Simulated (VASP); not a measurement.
A run of VASP 6.6.1 is set up as follows.

INCAR

```
ALGO     = Normal         # electronic algorithm
EDIFF    = 1E-7           # SCF threshold, eV
EDIFFG   = -0.005         # ionic threshold
ENCUT    = 600            # plane-wave cutoff, eV
GGA      = PE             # functional
IBRION   = 2              # ionic algorithm
ISIF     = 3              # what is computed and relaxed
ISMEAR   = 0              # smearing method
LASPH    = T              # aspherical terms in the spheres
LCHARG   = F              # write CHGCAR
LREAL    = F              # projectors in reciprocal space
LWAVE    = F              # write WAVECAR
NELM     = 80             # most SCF steps
NSW      = 100            # ionic steps
PREC     = Accurate       # precision mode
SIGMA    = 0.1            # smearing width, eV
```

KPOINTS

```
k-points
0
Gamma
  16 16 16
```

The input POSCAR:

```
TaC
1.0
    0.0000000000      2.2269985830      2.2269985830
    2.2269985830      0.0000000000      2.2269985830
    2.2269985830      2.2269985830      0.0000000000
Ta C
1 1
Direct
    0.0000000000      0.0000000000      0.0000000000
    0.5000000000      0.5000000000      0.5000000000
```

Potentials or basis: VASP PAW PBE potentials, release 64 (Ta_pv, C).

Command:

```console
$ cat potpaw_PBE.64/Ta_pv/POTCAR potpaw_PBE.64/C/POTCAR > POTCAR
$ mpirun -np 1 vasp_std > vasp.out
```

Q: Estimate the space group after relaxing (to 0.05 Å).

A: Fm-3m (No. 225).

Q: Estimate the relaxed volume.

A: 11.23 Å³/atom.

Step by step:
| step | energy change (eV) | largest force (eV/Å) | pressure (GPa) | volume (Å³) |
| --- | --- | --- | --- | --- |
| 1 | 0.0000 | 0.0000 | 5.44 | 22.09 |
| 2 | 0.0253 | 0.0000 | -11.26 | 23.31 |
| 3 | -0.0060 | 0.0000 | -0.06 | 22.45 |

 Zero-point motion and thermal expansion aren't in these numbers.
